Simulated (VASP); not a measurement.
# Ti: single point with revPBE

The system is Ti.

```xyz
1
Lattice="0.0000 1.9863 1.9863 1.9863 0.0000 1.9863 1.9863 1.9863 0.0000" Properties=species:S:1:pos:R:3 pbc="T T T"
Ti    0.0000    0.0000    0.0000
```

This cell differs from its parent crystal: volume scaled by 0.88.

- Program: VASP 6.6.1
- Task: single point
- Functional: revPBE
- Potentials or basis: VASP PAW PBE potentials, release 64 (Ti_sv)
- Cutoff: 520 eV
- k mesh: 15 × 15 × 15
- Occupations: fermi-dirac, width 0.1 eV
- Spin: no spin polarisation

| Item | Value |
| --- | --- |
| Pressure | 15.8 GPa |
| Band gap on the k mesh | zero (band 6 reaches 10.38 eV, above the bottom of band 7 at 9.11 eV) |

Levels at points of the mesh, in eV from the Fermi level:
```
           k point  band 3  band 4  band 5  band 6  band 7  band 8  band 9  band 10
(0.00, 0.00, 0.00)  -32.32  -32.32   -6.35    0.94    0.94    0.94    2.82     2.82
```

Wall time 17 s on 1 thread of AMD EPYC 9R45 96-Core Processor (Zen 5), on a shared host, peak memory 0.12 GiB.

Caveat: the PAW data sets were made with another functional, which shifts forces and pressure a little.
